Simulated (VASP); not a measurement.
Write the native input for VASP 6.6.1 that does the following.

| Property | Result |
| --- | --- |
| Task | single point |
| Functional | PBE |
| Potentials or basis | VASP PAW PBE potentials, release 64 (La, Nb_sv, N) |
| Cutoff | 520 eV |
| k mesh | 12 × 12 × 6 |
| Occupations | gaussian, width 0.1 eV |
| Spin | no spin polarisation |
| Dipole correction | no |
| Further INCAR settings | ALGO = Normal; EDIFF = 1e-06; NBANDS = 32 |

The structure of LaNb2N2 lies in POSCAR:

```
LaNb2N2
1.0
    3.6151883880      0.0000000000      0.0000000000
   -1.8075941940      3.1308449835      0.0000000000
    0.0000000000      0.0000000000      6.7528233434
La Nb N
1 2 2
Direct
    0.0000000000      0.0000000000      0.0000000000
    0.3333333333      0.6666666667      0.6308523996
    0.6666666667      0.3333333333      0.3691476004
    0.3333333333      0.6666666667      0.2873262265
    0.6666666667      0.3333333333      0.7126737735
```

The cell was generated, and may not be a known phase.

One way to write it, as run:

INCAR

```
SYSTEM = LaNb2N2
PREC = Accurate
ENCUT = 520
EDIFF = 1E-6
ISMEAR = 0
SIGMA = 0.1
LREAL = .FALSE.
LASPH = .TRUE.
NELM = 100
ALGO = Normal
ISIF = 2
LWAVE = .FALSE.
LCHARG = .FALSE.
GGA = PE
NBANDS = 32
```

KPOINTS

```
regular mesh
0
G
  12 12 6
  0 0 0
```

Potentials or basis: VASP PAW PBE potentials, release 64 (La, Nb_sv, N).

Run with:

```console
$ cat potpaw_PBE.64/La/POTCAR potpaw_PBE.64/Nb_sv/POTCAR potpaw_PBE.64/N/POTCAR > POTCAR
$ mpirun -np 1 vasp_std > vasp.out
```

Results of the run:

```yaml
Pressure: -0.3 GPa
Largest_force: 0.004 eV/Å
Band_gap_on_the_k_mesh: zero (an odd number of electrons rules out a gap without spin polarisation)
```

Caveat: spin-orbit coupling is left out, which moves the levels of the heavy elements.

It took 2.1 min on 1 thread of Intel(R) Xeon(R) 6975P-C (Granite Rapids), with other jobs on the host, peak memory 0.38 GiB.
